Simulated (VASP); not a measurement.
Set up this calculation in VASP 6.6.1, as the native input.

* Task: single point
* Functional: PBEsol
* Potentials or basis: VASP PAW PBE potentials, release 64 (W_sv, C)
* Cutoff: 520 eV
* k mesh: 6 × 6 × 6
* Occupations: methfessel-paxton, width 0.1 eV
* Spin: no spin polarisation
* Dipole correction: no
* Further INCAR settings: ALGO = Normal; EDIFF = 1e-06; NBANDS = 16

The structure of WC lies in POSCAR:

```
WC
1.0
    0.0000000000      2.1926840000      2.1926840000
    2.1926840000      0.0000000000      2.1926840000
    2.1926840000      2.1926840000      0.0000000000
W C
1 1
Direct
   -0.0316811851     -0.0031003369      0.0442532300
    0.4207450184      0.5362061740      0.5364842047
```

One way to write it, as run:

INCAR

```
SYSTEM = WC
PREC = Accurate
ENCUT = 520
EDIFF = 1E-6
ISMEAR = 1
SIGMA = 0.1
LREAL = .False.
LASPH = .True.
NELM = 80
ALGO = Normal
ISIF = 2
LWAVE = .False.
LCHARG = .False.
GGA = PS
NBANDS = 16
```

KPOINTS

```
regular mesh
0
Gamma
  6 6 6
  0 0 0
```

Potentials or basis: VASP PAW PBE potentials, release 64 (W_sv, C).

Launch:

```sh
$ cat potpaw_PBE.64/W_sv/POTCAR potpaw_PBE.64/C/POTCAR > POTCAR
$ mpirun -np 1 vasp_std > vasp.out
```

It gave:

- Pressure: -5.3 GPa
- Largest force: 1.081 eV/Å
- Band gap on the k mesh: zero (band 9 reaches 13.27 eV, above the bottom of band 10 at 10.41 eV)

Caveat: the k points lie up to 0.41 Å⁻¹ apart; the PAW data sets were made with another functional, which shifts forces and pressure a little; spin-orbit coupling is left out, which moves the levels of the heavy elements.

It took 10 s on 1 thread of Intel(R) Xeon(R) 6975P-C (Granite Rapids), with other jobs on the host, peak memory 0.16 GiB.
